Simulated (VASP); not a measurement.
ScSbTe4, 6 atoms in the cell. It takes space group F-43m (No. 216, cubic). The conventional cell has a = 8.900 Å, b = 8.900 Å, c = 8.900 Å, α = 90.00°, β = 90.00°, γ = 90.00°. Within 4.8 Å of Sc (site symmetry -43m) lie 12 Te at 3.69 Å and 4 Sb at 3.85 Å. Within 4.8 Å of Sb (site symmetry -43m) lie 12 Te at 3.69 Å and 4 Sc at 3.85 Å. Within 4.1 Å of Te (site symmetry 3m) lie 6 Te at 3.14 to 3.15 Å and 3 Sc at 3.69 Å and 3 Sb at 3.69 Å. 

```yaml
Program: VASP 6.6.1
Task: single point
Functional: PBE
Potentials_or_basis: VASP PAW PBE potentials, release 64 (Sc_sv, Sb, Te)
Cutoff: 520 eV
k_mesh: 8 × 8 × 8
Occupations: gaussian, width 0.1 eV
Spin: no spin polarisation
Dipole_correction: no
Further_INCAR_settings: ALGO = Normal; EDIFF = 1e-06; NBANDS = 29
```

Potentials or basis: VASP PAW PBE potentials, release 64 (Sc_sv, Sb, Te).

Launch:

```sh
$ cat potpaw_PBE.64/Sc_sv/POTCAR potpaw_PBE.64/Sb/POTCAR potpaw_PBE.64/Te/POTCAR > POTCAR
$ mpirun -np 1 vasp_std > vasp.out
```

Hardware: 1 thread of Oxide Virtual Turin-like Processor, with other jobs on the host.

Task: How long does it take, and how much memory?

Result: Run time: 5.5 min on 1 thread of Oxide Virtual Turin-like Processor (shared host), peak memory 0.38 GiB. Counts: scf iterations 17, k points 29.
